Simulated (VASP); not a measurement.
# Sn2Ge (P-3m1) in VASP: further runs

The runs below take Sn2Ge through single point, with PBE.

All numbers are computed with VASP 6.6.1; they aren't measurements. Logs are shortened: lines on timing, memory, paths and dates and some standing lists are left out, and cuts for length are marked.

## (1) The cell of the first run

The structure is trigonal, space group P-3m1 (No. 164). The conventional cell has a = 4.499 Å, b = 4.499 Å, c = 11.063 Å, α = 90.00°, β = 90.00°, γ = 120.00°. Within 3.6 Å of Sn (site symmetry 3m) lie 3 Ge at 2.74 Å and 1 Sn at 2.89 Å. Within 3.5 Å of Sn (site symmetry 3m) lie 1 Ge at 2.69 Å and 3 Sn at 2.81 Å. Ge (site symmetry 3m) has 4 Sn at 2.69 to 2.74 Å within 3.5 Å.

## (2) Single point, PBE

INCAR reads:

```
PREC = Accurate
ENCUT = 520
EDIFF = 1E-6
ISMEAR = 0
SIGMA = 0.1
LREAL = False
LASPH = True
NELM = 60
ALGO = Fast
ISIF = 2
LWAVE = False
LCHARG = False
GGA = PE
NBANDS = 51
```

KPOINTS reads:

```
regular mesh
0
Gamma
  6 6 2
```

POSCAR reads:

```
Sn2Ge
1.0
    4.4993082000      0.0000000000      0.0000000000
   -2.2496541000      3.8965152000      0.0000000000
    0.0000000000      0.0000000000     11.0631436000
Sn Ge
4 2
Direct
    0.0000000000      0.0000000000      0.3692940000
    0.3333333000      0.6666667000      0.0489850000
    0.6666667000      0.3333333000      0.9510150000
    0.0000000000      0.0000000000      0.6307060000
    0.6666667000      0.3333333000      0.7081520000
    0.3333333000      0.6666667000      0.2918480000
```

Potentials or basis: VASP PAW PBE potentials, release 64 (Sn_d, Ge_d).

On the command line:

```console
> cat potpaw_PBE.64/Sn_d/POTCAR potpaw_PBE.64/Ge_d/POTCAR > POTCAR
> mpirun -np 1 vasp_std > vasp.out
```

OUTCAR:

```text
PREC = Accurate
   ENCUT = 520
   EDIFF = 1E-6
   ISMEAR = 0
   LREAL = False
   LASPH = True
   NELM = 60
   ISIF = 2
   GGA = PE

 ion  position               nearest neighbor table
   1  0.000  0.000  0.369-   6 2.74   6 2.74   6 2.74   4 2.89
   2  0.333  0.667  0.049-   6 2.69   3 2.81   3 2.81   3 2.81
   3  0.667  0.333  0.951-   5 2.69   2 2.81   2 2.81   2 2.81
   4  0.000  0.000  0.631-   5 2.74   5 2.74   5 2.74   1 2.89
   5  0.667  0.333  0.708-   3 2.69   4 2.74   4 2.74   4 2.74
   6  0.333  0.667  0.292-   2 2.69   1 2.74   1 2.74   1 2.74

  LATTYP: Found a hexagonal cell.
 ALAT       =     4.4993082000
 C/A-ratio  =     2.4588543634

  Lattice vectors:

 A1 = (   4.4993082000,   0.0000000000,   0.0000000000)
 A2 = (  -2.2496541000,   3.8965152000,   0.0000000000)
 A3 = (   0.0000000000,   0.0000000000,  11.0631436000)

Analysis of symmetry for initial positions (statically):
=====================================================================
 Subroutine PRICEL returns:
 Original cell was already a primitive cell.

 Routine SETGRP: Setting up the symmetry group for a
 hexagonal supercell.

 Subroutine GETGRP returns: Found 12 space group operations
 (whereof 12 operations were pure point group operations)
 out of a pool of 24 trial point group operations.

The static configuration has the point symmetry D_3d.

Analysis of symmetry for dynamics (positions and initial velocities):
=====================================================================
 Subroutine PRICEL returns:
 Original cell was already a primitive cell.

 Routine SETGRP: Setting up the symmetry group for a
 hexagonal supercell.

 Subroutine GETGRP returns: Found 12 space group operations
 (whereof 12 operations were pure point group operations)
 out of a pool of 24 trial point group operations.

The dynamic configuration has the point symmetry D_3d.

 Subroutine INISYM returns: Found 12 space group operations
 (whereof 12 operations are pure point group operations),
 and found     1 'primitive' translations

----------------------------------------------------------------------------------------

                                     Primitive cell

  volume of cell :     193.9549

  direct lattice vectors                    reciprocal lattice vectors
     4.499308200  0.000000000  0.000000000     0.222256390  0.128319787  0.000000000
    -2.249654100  3.896515200  0.000000000     0.000000000  0.256639574  0.000000000
[... 85 lines left out ...]
   NSW    =      0    number of steps for IOM
   IBRION =     -1    ionic relax: 0-MD 1-quasi-New 2-CG
   NFREE  =      0    steps in history (QN), initial steepest desc. (CG)
   ISIF   =      2    stress and relaxation
   ISYM   =      2    0-nonsym 1-usesym 2-fastsym
   POTIM  = 0.5000    time-step for ionic-motion
   TEBEG  =    0.0;   TEEND  =   0.0 temperature during run
   PSTRESS=    0.0 pullay stress
   NELECT =      84.0000    total number of electrons
   NUPDOWN=      -1.0000    fix difference up-down
   EMIN   =  10.00;   EMAX   =-10.00  energy-range for DOS
   EFERMI =   0.00;   METHOD = LEGACY
   ISMEAR =     0;   SIGMA  =   0.10  broadening in eV -4-tet -1-fermi 0-gaus
   EFERMI_NEDOS =   21; number of points for ismear=-14 and -15
   IALGO  =     68    algorithm
   IMIX   =      4    mixing-type and parameters
     AMIX     =   0.40;   BMIX     =  1.00
     AMIX_MAG =   1.60;   BMIX_MAG =  1.00
  volume/ion in A,a.u.               =      32.33       218.15
  Fermi-wavevector in a.u.,A,eV,Ry     =   1.238609  2.340632 20.873422  1.534153
  Thomas-Fermi vector in A             =   2.373128
   LORBIT       =      0    0 simple, 1 ext, 2 COOP (PROOUT), +10 PAW based schemes
   GGA     = PE    functional components
   LHFCALC =     F    Hartree Fock is set to
   AEXX    =    0.0000 exact exchange contribution
   IVDW    =     0    specifies the selected vdW correction
   LEPSILON=     F    determine dielectric tensor
   LRPA    =     F    only Hartree local field effects (RPA)
 non-spin polarized calculation
 RMM-DIIS sequential band-by-band and
 Gauss-broadening in eV      SIGMA  =   0.10
  energy-cutoff  :      520.00
  volume of cell :      193.95
 maximum number of plane-waves:      5268
 NGX is ok and might be reduce to    36
   NGX = 17   NGY = 17   NGZ = 41

 number of electron      84.0000030 magnetization

 Free energy of the ion-electron system (eV)
  ---------------------------------------------------
  ext. energy  EPLUGINS =         0.00000000
  ---------------------------------------------------
  free energy    TOTEN  =       -24.14551729 eV

  energy without entropy =      -24.14058996  energy(sigma->0) =      -24.14305363

 E-fermi :   4.6984     XC(G=0):  -8.8751

 val. band max:        4.6447910069   @ k =   0.5000   0.0000   0.5000
 cond. band min:       4.7567258753   @ k =   0.0000   0.0000   0.5000
 fundamental gap:      0.1119348685
 Fermi energy:         4.6983776396

 k-point     1 :       0.0000    0.0000    0.0000
  band No.  band energies     occupation
      1     -19.7433      2.00000
      2     -19.7433      2.00000
      3     -19.7369      2.00000
      4     -19.7369      2.00000
      5     -19.7369      2.00000
      6     -19.7369      2.00000
[... 745 lines left out ...]
     50       9.5558      0.00000
     51      10.2238      0.00000

------------------------ aborting loop because EDIFF is reached ----------------------------------------

  FORCE on cell =-STRESS in cart. coord.  units (eV):
  Direction    XX          YY          ZZ          XY          YZ          ZX
  --------------------------------------------------------------------------------------
  -------------------------------------------------------------------------------------
  Total        0.1653999      0.1653999     -0.0834602     -0.0000000     -0.0000000     -0.0000000
  in kB        1.3662968      1.3662968     -0.6894285     -0.0000000     -0.0000000     -0.0000000
  external PRESSURE =       0.6810550 kB  Pullay stress =       0.0000000 kB

 VOLUME and BASIS-vectors are now :
 -----------------------------------------------------------------------------
  energy-cutoff  :      520.00
  volume of cell :      193.95
      direct lattice vectors                 reciprocal lattice vectors
     4.499308200  0.000000000  0.000000000     0.222256390  0.128319787  0.000000000
    -2.249654100  3.896515200  0.000000000     0.000000000  0.256639574  0.000000000
     0.000000000  0.000000000 11.063143600     0.000000000  0.000000000  0.090390221

 POSITION                                       TOTAL-FORCE (eV/Angst)
 -----------------------------------------------------------------------------------
      0.00000      0.00000      4.08555        -0.000000     -0.000000     -0.075613
     -0.00000      2.59768      0.54193         0.000000      0.000000      0.063309
      2.24965      1.29884     10.52122        -0.000000     -0.000000     -0.063309
      0.00000      0.00000      6.97759        -0.000000      0.000000      0.075613
      2.24965      1.29884      7.83439        -0.000000      0.000000     -0.069531
     -0.00000      2.59768      3.22876         0.000000     -0.000000      0.069531
 -----------------------------------------------------------------------------------
    total drift:                                0.000000     -0.000000      0.000000

  FREE ENERGIE OF THE ION-ELECTRON SYSTEM (eV)
  ---------------------------------------------------
  free  energy   TOTEN  =       -24.1455172920 eV

  energy  without entropy=      -24.1405899593  energy(sigma->0) =      -24.14305363
```

OSZICAR:

```text
N       E                     dE             d eps       ncg     rms          rms(c)
DAV:   1     0.928550131413E+03    0.92855E+03   -0.42030E+04  1634   0.309E+03
DAV:   2     0.167574907738E+03   -0.76098E+03   -0.74268E+03  1428   0.857E+02
DAV:   3    -0.100489277890E+02   -0.17762E+03   -0.17516E+03  1548   0.263E+02
DAV:   4    -0.239728987507E+02   -0.13924E+02   -0.13853E+02  1680   0.824E+01
DAV:   5    -0.243614062798E+02   -0.38851E+00   -0.38820E+00  1661   0.148E+01    0.513E+00
RMM:   6    -0.241885799724E+02    0.17283E+00   -0.25799E-01  1855   0.344E+00    0.302E+00
RMM:   7    -0.241378704399E+02    0.50710E-01   -0.26527E-01  1826   0.304E+00    0.390E-01
RMM:   8    -0.241418887321E+02   -0.40183E-02   -0.63974E-02  2157   0.169E+00    0.147E-01
RMM:   9    -0.241444343512E+02   -0.25456E-02   -0.17807E-02  2264   0.810E-01    0.102E-01
RMM:  10    -0.241451660395E+02   -0.73169E-03   -0.38995E-03  2390   0.323E-01    0.446E-02
RMM:  11    -0.241454180401E+02   -0.25200E-03   -0.16500E-03  2231   0.172E-01    0.126E-02
RMM:  12    -0.241454756084E+02   -0.57568E-04   -0.61451E-04  2351   0.103E-01    0.936E-03
RMM:  13    -0.241454974233E+02   -0.21815E-04   -0.25583E-04  2116   0.622E-02    0.452E-03
RMM:  14    -0.241455086889E+02   -0.11266E-04   -0.13071E-04  1746   0.390E-02    0.264E-03
RMM:  15    -0.241455137087E+02   -0.50198E-05   -0.57202E-05  1586   0.262E-02    0.186E-03
RMM:  16    -0.241455157739E+02   -0.20653E-05   -0.29334E-05  1542   0.186E-02    0.688E-04
RMM:  17    -0.241455171782E+02   -0.14043E-05   -0.13975E-05  1470   0.128E-02    0.154E-03
RMM:  18    -0.241455172920E+02   -0.11375E-06   -0.69978E-06  1388   0.115E-02
   1 F= -.24145517E+02 E0= -.24143054E+02  d E =-.492733E-02
```

Run time: 2.2 min. Hardware: 1 thread of Intel Xeon Platinum 8559C (Emerald Rapids), shared host; peak memory 0.37 GiB.

What came out:

```
Free energy            : -24.1455 eV
Pressure               : 0.1 GPa
Largest force          : 0.076 eV/Å
Band gap on the k mesh : zero (bands 42 and 43 overlap by 0.27 eV)
```

Forces on the atoms (eV/Å):
```
Sn   0.000  0.000 -0.076
Sn   0.000  0.000  0.063
Sn   0.000  0.000 -0.063
Sn   0.000  0.000  0.076
Ge   0.000  0.000 -0.070
Ge   0.000  0.000  0.070
```

Caveat: semilocal functionals underestimate gaps, and a narrow one can read as zero; spin-orbit coupling is left out, which moves the levels of the heavy elements.

## (3) Single point, PBE

INCAR reads:

```
SYSTEM = Sn2Ge
PREC = Accurate
ENCUT = 520
EDIFF = 1E-6
ISMEAR = 0
SIGMA = 0.1
LREAL = .FALSE.
LASPH = .TRUE.
NELM = 80
ALGO = Fast
ISIF = 2
LWAVE = .FALSE.
LCHARG = .FALSE.
GGA = PE
NBANDS = 51
```

KPOINTS reads:

```
Automatic mesh
0
G
  12 12 4
  0 0 0
```

POSCAR reads:

```
Sn2Ge
1.0
    4.4993081996      0.0000000000      0.0000000000
   -2.2496540998      3.8965152003      0.0000000000
    0.0000000000      0.0000000000     11.0631436000
Sn Ge
4 2
Direct
    0.0000000000      0.0000000000      0.3692940000
    0.3333333333      0.6666666667      0.0489850000
    0.6666666667      0.3333333333      0.9510150000
    0.0000000000      0.0000000000      0.6307060000
    0.6666666667      0.3333333333      0.7081520000
    0.3333333333      0.6666666667      0.2918480000
```

Potentials or basis: VASP PAW PBE potentials, release 64 (Sn_d, Ge_d).

On the command line:

```console
> cat potpaw_PBE.64/Sn_d/POTCAR potpaw_PBE.64/Ge_d/POTCAR > POTCAR
> mpirun -np 1 vasp_std > vasp.out
```

OUTCAR:

```text
SYSTEM = Sn2Ge
   PREC = Accurate
   ENCUT = 520
   EDIFF = 1E-6
   ISMEAR = 0
   LREAL = .FALSE.
   LASPH = .TRUE.
   NELM = 80
   ISIF = 2
   GGA = PE

 ion  position               nearest neighbor table
   1  0.000  0.000  0.369-   6 2.74   6 2.74   6 2.74   4 2.89
   2  0.333  0.667  0.049-   6 2.69   3 2.81   3 2.81   3 2.81
   3  0.667  0.333  0.951-   5 2.69   2 2.81   2 2.81   2 2.81
   4  0.000  0.000  0.631-   5 2.74   5 2.74   5 2.74   1 2.89
   5  0.667  0.333  0.708-   3 2.69   4 2.74   4 2.74   4 2.74
   6  0.333  0.667  0.292-   2 2.69   1 2.74   1 2.74   1 2.74

  LATTYP: Found a hexagonal cell.
 ALAT       =     4.4993081996
 C/A-ratio  =     2.4588543637

  Lattice vectors:

 A1 = (   4.4993081996,   0.0000000000,   0.0000000000)
 A2 = (  -2.2496540998,   3.8965152003,   0.0000000000)
 A3 = (   0.0000000000,   0.0000000000,  11.0631436000)

Analysis of symmetry for initial positions (statically):
=====================================================================
 Subroutine PRICEL returns:
 Original cell was already a primitive cell.
[... 176 lines left out ...]
  free energy    TOTEN  =       -24.17219190 eV

  energy without entropy =      -24.16897264  energy(sigma->0) =      -24.17058227

 E-fermi :   4.8759     XC(G=0):  -8.8747

 val. band max:        4.8584827116   @ k =   0.0000   0.0000   0.5000
 cond. band min:       4.8881335090   @ k =   0.0833  -0.0000   0.0000
 fundamental gap:      0.0296507974
 Fermi energy:         4.8759358384

 k-point     1 :       0.0000    0.0000    0.0000
  band No.  band energies     occupation
      1     -19.7755      2.00000
      2     -19.7755      2.00000
      3     -19.7739      2.00000
      4     -19.7739      2.00000
      5     -19.7739      2.00000
      6     -19.7739      2.00000
[... 1285 lines left out ...]
     50       8.4384      0.00000
     51       8.5651      0.00000

 [... further k-points ...]
[... 5 lines left out ...]
  --------------------------------------------------------------------------------------
  -------------------------------------------------------------------------------------
  Total       -0.0486070     -0.0486070      0.0003609     -0.0000000     -0.0000000     -0.0000000
  in kB       -0.4015215     -0.4015215      0.0029809     -0.0000000     -0.0000000     -0.0000000
  external PRESSURE =      -0.2666873 kB  Pullay stress =       0.0000000 kB

 VOLUME and BASIS-vectors are now :
 -----------------------------------------------------------------------------
  energy-cutoff  :      520.00
  volume of cell :      193.95
      direct lattice vectors                 reciprocal lattice vectors
     4.499308200  0.000000000  0.000000000     0.222256390  0.128319787  0.000000000
    -2.249654100  3.896515200  0.000000000     0.000000000  0.256639574  0.000000000
     0.000000000  0.000000000 11.063143600     0.000000000  0.000000000  0.090390221

 POSITION                                       TOTAL-FORCE (eV/Angst)
 -----------------------------------------------------------------------------------
      0.00000      0.00000      4.08555        -0.000000      0.000000      0.001762
     -0.00000      2.59768      0.54193        -0.000000      0.000000     -0.003350
      2.24965      1.29884     10.52122        -0.000000     -0.000000      0.003350
      0.00000      0.00000      6.97759         0.000000     -0.000000     -0.001762
      2.24965      1.29884      7.83439         0.000000      0.000000     -0.000210
     -0.00000      2.59768      3.22876         0.000000     -0.000000      0.000210
 -----------------------------------------------------------------------------------
    total drift:                                0.000000      0.000000      0.000000

  FREE ENERGIE OF THE ION-ELECTRON SYSTEM (eV)
  ---------------------------------------------------
  free  energy   TOTEN  =       -24.1721918996 eV

  energy  without entropy=      -24.1689726440  energy(sigma->0) =      -24.17058227
```

OSZICAR:

```text
N       E                     dE             d eps       ncg     rms          rms(c)
DAV:   1     0.917699728562E+03    0.91770E+03   -0.42001E+04  7964   0.310E+03
DAV:   2     0.165063124090E+03   -0.75264E+03   -0.73433E+03  7038   0.841E+02
DAV:   3    -0.102216298047E+02   -0.17528E+03   -0.17258E+03  7605   0.262E+02
DAV:   4    -0.240033198400E+02   -0.13782E+02   -0.13702E+02  8134   0.819E+01
DAV:   5    -0.243889212711E+02   -0.38560E+00   -0.38515E+00  8432   0.146E+01    0.513E+00
RMM:   6    -0.242162485625E+02    0.17267E+00   -0.24776E-01  9158   0.337E+00    0.303E+00
RMM:   7    -0.241642522576E+02    0.51996E-01   -0.25865E-01  9019   0.303E+00    0.386E-01
RMM:   8    -0.241686253752E+02   -0.43731E-02   -0.63665E-02 10777   0.166E+00    0.148E-01
RMM:   9    -0.241711472484E+02   -0.25219E-02   -0.16688E-02 11136   0.770E-01    0.989E-02
RMM:  10    -0.241718503993E+02   -0.70315E-03   -0.37579E-03 11816   0.317E-01    0.415E-02
RMM:  11    -0.241720943110E+02   -0.24391E-03   -0.16562E-03 11368   0.167E-01    0.141E-02
RMM:  12    -0.241721490893E+02   -0.54778E-04   -0.58328E-04 11073   0.101E-01    0.830E-03
RMM:  13    -0.241721723107E+02   -0.23221E-04   -0.26687E-04 10447   0.611E-02    0.421E-03
RMM:  14    -0.241721831595E+02   -0.10849E-04   -0.12603E-04  8153   0.374E-02    0.250E-03
RMM:  15    -0.241721878792E+02   -0.47197E-05   -0.57092E-05  7823   0.246E-02    0.105E-03
RMM:  16    -0.241721904066E+02   -0.25275E-05   -0.28771E-05  7626   0.179E-02    0.105E-03
RMM:  17    -0.241721913943E+02   -0.98768E-06   -0.13813E-05  7253   0.120E-02    0.442E-04
RMM:  18    -0.241721918996E+02   -0.50526E-06   -0.69837E-06  6943   0.876E-03
   1 F= -.24172192E+02 E0= -.24170582E+02  d E =-.321926E-02
```

Run time: 12 min. Hardware: 1 thread of Intel Xeon Platinum 8559C (Emerald Rapids), shared host; peak memory 0.68 GiB.

What came out:

```yaml
Free_energy: -24.1722 eV
Pressure: 0.0 GPa
Largest_force: 0.003 eV/Å
Band_gap_on_the_k_mesh: zero (bands 42 and 43 overlap by 0.31 eV)
```

Forces in eV/Å, atoms in the order of the input:
```
Sn   0.000  0.000  0.002
Sn   0.000  0.000 -0.003
Sn   0.000  0.000  0.003
Sn   0.000  0.000 -0.002
Ge   0.000  0.000  0.000
Ge   0.000  0.000  0.000
```

Caveat: semilocal functionals underestimate gaps, and a narrow one can read as zero; spin-orbit coupling is left out, which moves the levels of the heavy elements.

The gap in the log of VASP goes by the Fermi energy; the results here count the filled bands.